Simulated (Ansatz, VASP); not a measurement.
Two plane-wave programs on Os

The input POSCAR:

```
Os
1.0
    2.7393806551      0.0000000000      0.0000000000
   -1.3696903275      2.3723732379      0.0000000000
    0.0000000000      0.0000000000      4.3138178725
Os
2
Direct
    0.3333333333      0.6666666667      0.2500000000
    0.6666666667      0.3333333333      0.7500000000
```

INCAR.step1

```
PREC     = Accurate       # precision mode
ENCUT    = 520            # plane-wave cutoff, eV
ISMEAR   = 1              # smearing method
SIGMA    = 0.2            # smearing width, eV
LREAL    = False          # projectors in reciprocal space
LASPH    = True           # aspherical terms in the spheres
NELM     = 60             # most SCF steps
NBANDS   = 15             # bands
GGA      = PE             # functional
ALGO     = Normal         # electronic algorithm
EDIFF    = 1E-4           # SCF threshold, eV
LWAVE    = True           # write WAVECAR
LCHARG   = False          # write CHGCAR
```

The input INCAR.step2:

```
PREC     = Accurate       # precision mode
ENCUT    = 520            # plane-wave cutoff, eV
EDIFF    = 1E-6           # SCF threshold, eV
ISMEAR   = 1              # smearing method
SIGMA    = 0.2            # smearing width, eV
LREAL    = False          # projectors in reciprocal space
LASPH    = True           # aspherical terms in the spheres
NELM     = 60             # most SCF steps
ALGO     = Normal         # electronic algorithm
ISIF     = 2              # what is computed and relaxed
LWAVE    = False          # write WAVECAR
LCHARG   = True           # write CHGCAR
METAGGA  = R2SCAN         # meta-GGA
LMIXTAU  = True         
LELF     = True           # ELF
LVHAR    = True         
NBANDS   = 15             # bands
ISTART   = 1
```

Contents of KPOINTS:

```
Automatic mesh
0
Gamma
  13 13 7
```

Input for Ansatz:

```yaml
crystal:
  lattice:
    - [2.7393806551, 0.0, 0.0]
    - [-1.3696903275, 2.3723732379, 0.0]
    - [0.0, 0.0, 4.3138178725]
  atoms:
    - { symbol: Os, position: [0.3333333333, 0.6666666667, 0.25] }
    - { symbol: Os, position: [0.6666666667, 0.3333333333, 0.75] }
hamiltonian:
  xc: r2scan
  pseudopotentials:
    kind: paw
    azcp:
      Os: "pseudopotentials/Os.paw.azcp"
basis:
  ecutwfc: 500
  fft_grid_basis: typed
kpoints:
  mp_grid: { grid: [13, 13, 7], shift: [0, 0, 0] }
magnetization:
  spin_polarized: false
scf:
  occupations: { method: methfessel_paxton, width: 0.2 }
  lower_state_search: "off"
output:
  stress: true
```

Alike in both runs: task single point; functional r2SCAN; k mesh 13 × 13 × 7; occupations methfessel-paxton of order 1, width 0.2 eV; no spin polarisation.

```csv
,VASP,Ansatz
version,VASP 6.6.1,Ansatz 0.2.0
potentials or method,"VASP PAW PBE potentials, release 64 (Os), cutoff 520 eV","plane waves (500 eV) with PAW, scalar-relativistic"
valence electrons in the cell,16,32
```

```tsv
	VASP	Ansatz	Ansatz less VASP
pressure (GPa)	0.8	-0.3	-1.01
traceless stress, the component that is largest in VASP (GPa)	0.00	-0.06	-0.056
```

VASP's potentials were made for PBE, not for r2SCAN. The functional is the same, so the differences come from potentials, cutoffs and numerics. VASP's potentials hold 16 valence electrons a cell and Ansatz's 32, so a difference there can come from the potentials and not from the codes.

Spin-orbit coupling is off throughout.
